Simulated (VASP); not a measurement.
HfN:

```
Hf N
1.0
     0.00000    2.25600    2.25600
     2.25600    0.00000    2.25600
     2.25600    2.25600    0.00000
Hf N
1 1
Direct
  0.00000 0.00000 0.00000
  0.50000 0.50000 0.50000
```

Program: VASP 6.6.1. Alike in all runs: task single point; potentials or basis VASP PAW PBE potentials, release 64 (Hf_pv, N); no spin polarisation; cell as given; k mesh 10 × 10 × 10; cutoff (eV) 600.

Task: Order these runs on this cell by their pressure, lowest first.
A. level revPBE+D3(BJ)+U; U Hf d U = 4.0 eV; smearing methfessel-paxton 0.01 eV
B. level PBE; smearing gaussian 0.023 eV
C. level RPBE; smearing gaussian 0.05 eV

Result: B (4.1 GPa), C (8.7 GPa), A (13.0 GPa).

Caveats: the cell stands under pressure; the PAW data sets were made with another functional, which shifts forces and pressure a little (at least some runs); U without spin polarisation on a metal has little footing (at least some runs).
